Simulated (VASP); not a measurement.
# MnZn (Pm-3m) in VASP: a series of runs, part 2 of 2

VASP 6.6.1. The steps go on from the part before.

## Step 3: Single point, LDA, collinear spin, ferromagnetic start

INCAR reads:

```
PREC = Accurate
ENCUT = 520
EDIFF = 1E-6
ISMEAR = 0
SIGMA = 0.1
LREAL = False
LASPH = True
NELM = 150
ALGO = Normal
ISIF = 2
LWAVE = False
LCHARG = False
ISPIN = 2
MAGMOM = 2.72 -0.07
LORBIT = 11
NUPDOWN = 2.4
LMAXMIX = 4
NBANDS = 24
```

KPOINTS reads:

```
regular mesh
0
Gamma
  7 7 7
```

POSCAR reads:

```
MnZn
1.0
    3.0700000000      0.0000000000      0.0000000000
    0.0000000000      3.0700000000      0.0000000000
    0.0000000000      0.0000000000      3.0700000000
Mn Zn
1 1
Direct
    0.0000000000      0.0000000000      0.0000000000
    0.5000000000      0.5000000000      0.5000000000
```

Potentials or basis: VASP PAW LDA potentials, release 64 (Mn_pv, Zn).

Started as:

```
cat potpaw_LDA.64/Mn_pv/POTCAR potpaw_LDA.64/Zn/POTCAR > POTCAR
mpirun -np 1 vasp_std > vasp.out
```

OUTCAR:

```text
PREC = Accurate
   ENCUT = 520
   EDIFF = 1E-6
   ISMEAR = 0
   LREAL = False
   LASPH = True
   NELM = 150
   ISIF = 2
   ISPIN = 2
   LORBIT = 11
   NUPDOWN = 2.4

 ion  position               nearest neighbor table
   1  0.000  0.000  0.000-   2 2.66   2 2.66   2 2.66   2 2.66   2 2.66   2 2.66   2 2.66   2 2.66

   2  0.500  0.500  0.500-   1 2.66   1 2.66   1 2.66   1 2.66   1 2.66   1 2.66   1 2.66   1 2.66

  LATTYP: Found a simple cubic cell.
 ALAT       =     3.0700000000

  Lattice vectors:

 A1 = (   3.0700000000,   0.0000000000,   0.0000000000)
 A2 = (   0.0000000000,   3.0700000000,   0.0000000000)
 A3 = (   0.0000000000,   0.0000000000,   3.0700000000)

Analysis of symmetry for initial positions (statically):
=====================================================================
 Subroutine PRICEL returns:
 Original cell was already a primitive cell.

 Routine SETGRP: Setting up the symmetry group for a
 simple cubic supercell.

 Subroutine GETGRP returns: Found 48 space group operations
 (whereof 48 operations were pure point group operations)
 out of a pool of 48 trial point group operations.

The static configuration has the point symmetry O_h .

Analysis of symmetry for dynamics (positions and initial velocities):
=====================================================================
 Subroutine PRICEL returns:
 Original cell was already a primitive cell.

 Routine SETGRP: Setting up the symmetry group for a
 simple cubic supercell.

 Subroutine GETGRP returns: Found 48 space group operations
 (whereof 48 operations were pure point group operations)
 out of a pool of 48 trial point group operations.

The dynamic configuration has the point symmetry O_h .

Analysis of structural, dynamic, and magnetic symmetry:
=====================================================================
 Subroutine PRICEL returns:
 Original cell was already a primitive cell.

 Routine SETGRP: Setting up the symmetry group for a
 simple cubic supercell.
[... 143 lines left out ...]
  ext. energy  EPLUGINS =         0.00000000
  ---------------------------------------------------
  free energy    TOTEN  =       -11.15118672 eV

  energy without entropy =      -11.13867735  energy(sigma->0) =      -11.14493204

 E-fermi :   4.9604     XC(G=0): -12.3713

 val. band max:        4.9537993849   @ k =   0.4286   0.2857   0.1429
 cond. band min:       4.4237066387   @ k =   0.4286   0.4286   0.4286
 fundamental gap:     -0.5300927462
 Fermi energy:         4.3862518244

 spin component 1

 k-point     1 :       0.0000    0.0000    0.0000
  band No.  band energies     occupation
      1     -43.6236      1.00000
      2     -43.6236      1.00000
      3     -43.6236      1.00000
      4      -4.1498      1.00000
      5      -2.5150      1.00000
      6      -2.5150      1.00000
[... 529 lines left out ...]
     23      33.6924      0.00000
     24      33.6924      0.00000
 Fermi energy:         4.9604254857

 spin component 2

 k-point     1 :       0.0000    0.0000    0.0000
  band No.  band energies     occupation
      1     -41.2063      1.00000
      2     -41.2063      1.00000
      3     -41.2063      1.00000
      4      -3.9940      1.00000
      5      -2.5094      1.00000
      6      -2.5094      1.00000
[... 529 lines left out ...]
     23      33.8237      0.00000
     24      35.2149      0.00000

------------------------ aborting loop because EDIFF is reached ----------------------------------------

  FORCE on cell =-STRESS in cart. coord.  units (eV):
  Direction    XX          YY          ZZ          XY          YZ          ZX
  --------------------------------------------------------------------------------------
  -------------------------------------------------------------------------------------
  Total       -3.9139119     -3.9139119     -3.9139119     -0.0000000      0.0000000     -0.0000000
  in kB     -216.7237499   -216.7237499   -216.7237499     -0.0000000      0.0000000     -0.0000000
  external PRESSURE =    -216.7237499 kB  Pullay stress =       0.0000000 kB

 VOLUME and BASIS-vectors are now :
 -----------------------------------------------------------------------------
  energy-cutoff  :      520.00
  volume of cell :       28.93
      direct lattice vectors                 reciprocal lattice vectors
     3.070000000  0.000000000  0.000000000     0.325732899  0.000000000  0.000000000
     0.000000000  3.070000000  0.000000000     0.000000000  0.325732899  0.000000000
     0.000000000  0.000000000  3.070000000     0.000000000  0.000000000  0.325732899

 POSITION                                       TOTAL-FORCE (eV/Angst)
 -----------------------------------------------------------------------------------
      0.00000      0.00000      0.00000         0.000000      0.000000      0.000000
      1.53500      1.53500      1.53500         0.000000      0.000000      0.000000
 -----------------------------------------------------------------------------------
    total drift:                                0.000000      0.000000     -0.000000

  FREE ENERGIE OF THE ION-ELECTRON SYSTEM (eV)
  ---------------------------------------------------
  free  energy   TOTEN  =       -11.1511867240 eV

  energy  without entropy=      -11.1386773511  energy(sigma->0) =      -11.14493204

 total charge

# of ion       s       p       d       tot
------------------------------------------
    1        0.269   6.202   5.080  11.551
    2        0.619   0.505   9.720  10.844
--------------------------------------------------
tot          0.888   6.708  14.800  22.396

 magnetization (x)

# of ion       s       p       d       tot
------------------------------------------
    1        0.002  -0.008   2.466   2.459
    2       -0.036  -0.054   0.020  -0.070
--------------------------------------------------
tot         -0.034  -0.062   2.486   2.389
```

OSZICAR:

```text
N       E                     dE             d eps       ncg     rms          rms(c)
DAV:   1     0.179370140694E+03    0.17937E+03   -0.12809E+04  2040   0.147E+03
DAV:   2    -0.319724207273E+01   -0.18257E+03   -0.17457E+03  1952   0.335E+02
DAV:   3    -0.123605827445E+02   -0.91633E+01   -0.90971E+01  2224   0.798E+01
DAV:   4    -0.124478256883E+02   -0.87243E-01   -0.87231E-01  2136   0.784E+00
DAV:   5    -0.124489358533E+02   -0.11102E-02   -0.11101E-02  2272   0.837E-01    0.109E+01
DAV:   6    -0.123839217897E+02    0.65014E-01   -0.22967E+01  2104   0.333E+01    0.125E+01
DAV:   7    -0.111883115257E+02    0.11956E+01   -0.10360E+01  2184   0.278E+01    0.348E+00
DAV:   8    -0.111588329262E+02    0.29479E-01   -0.21373E-01  2104   0.447E+00    0.117E+00
DAV:   9    -0.111518593188E+02    0.69736E-02   -0.18582E-02  2232   0.763E-01    0.433E-01
DAV:  10    -0.111512561890E+02    0.60313E-03   -0.12876E-03  2368   0.439E-01    0.119E-01
DAV:  11    -0.111511813789E+02    0.74810E-04   -0.28549E-04  2544   0.142E-01    0.379E-02
DAV:  12    -0.111511861607E+02   -0.47818E-05   -0.17060E-05  2120   0.332E-02    0.244E-02
DAV:  13    -0.111511867240E+02   -0.56330E-06   -0.26479E-07  1184   0.459E-03
   1 F= -.11151187E+02 E0= -.11144932E+02  d E =-.125094E-01  mag=     2.4001
```

Run time: 25 s. Hardware: 1 thread of Intel Xeon 8259CL, shared host; peak memory 0.15 GiB.

Results:

```
Free energy                                           : -11.1512 eV
Pressure                                              : -21.7 GPa
Net moment                                            : 2.40 μB per cell
Site moments                                          : Mn +2.46; Zn -0.07 μB
Valence electrons inside the program's atomic spheres : Mn 11.55; Zn 10.84
```

Caveat: the cell stands under tension; the total moment is fixed, so each spin has its own Fermi level.
